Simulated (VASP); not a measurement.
Set up this calculation in VASP 6.6.1, as the native input.

| Property | Result |
| --- | --- |
| Task | single point |
| Functional | PBEsol |
| Potentials or basis | VASP PAW PBE potentials, release 64 (Cd, Te) |
| Cutoff | 500 eV |
| k mesh | 5 × 5 × 5 |
| Occupations | gaussian, width 0.01 eV |
| Spin | no spin polarisation |
| Dipole correction | no |
| Further INCAR settings | ALGO = Normal; EDIFF = 1e-06; NBANDS = 16 |

The structure of CdTe lies in POSCAR:

```
CdTe
1.0
    0.0000000000      3.0713001284      3.0713001284
    3.0713001284      0.0000000000      3.0713001284
    3.0713001284      3.0713001284      0.0000000000
Cd Te
1 1
Direct
    0.0000000000      0.0000000000      0.0000000000
    0.2500000000      0.2500000000      0.2500000000
```

These files were run (other wordings do the same):

INCAR

```
SYSTEM = CdTe
  ALGO = Normal
  EDIFF = 1E-6
  ENCUT = 500
  GGA = PS
  GGA_COMPAT = .FALSE.
  ISIF = 2
  ISMEAR = 0
  LASPH = .TRUE.
  LCHARG = .FALSE.
  LREAL = .FALSE.
  LWAVE = .FALSE.
  NBANDS = 16
  NELM = 120
  PREC = Accurate
  SIGMA = 0.01
```

KPOINTS

```
k-points
0
G
  5 5 5
  0 0 0
```

Potentials or basis: VASP PAW PBE potentials, release 64 (Cd, Te).

Command:

```console
$ cat potpaw_PBE.64/Cd/POTCAR potpaw_PBE.64/Te/POTCAR > POTCAR
$ mpirun -np 1 vasp_std > vasp.out
```

It gave:

```
Pressure               : 10.5 GPa
Band gap on the k mesh : 1.15 eV, direct
```

Caveat: the PAW data sets were made with another functional, which shifts forces and pressure a little; spin-orbit coupling is left out, which moves the levels of the heavy elements.

Run time: 12 s on 1 thread of Intel Xeon 6975P-C (shared host), peak memory 0.18 GiB.
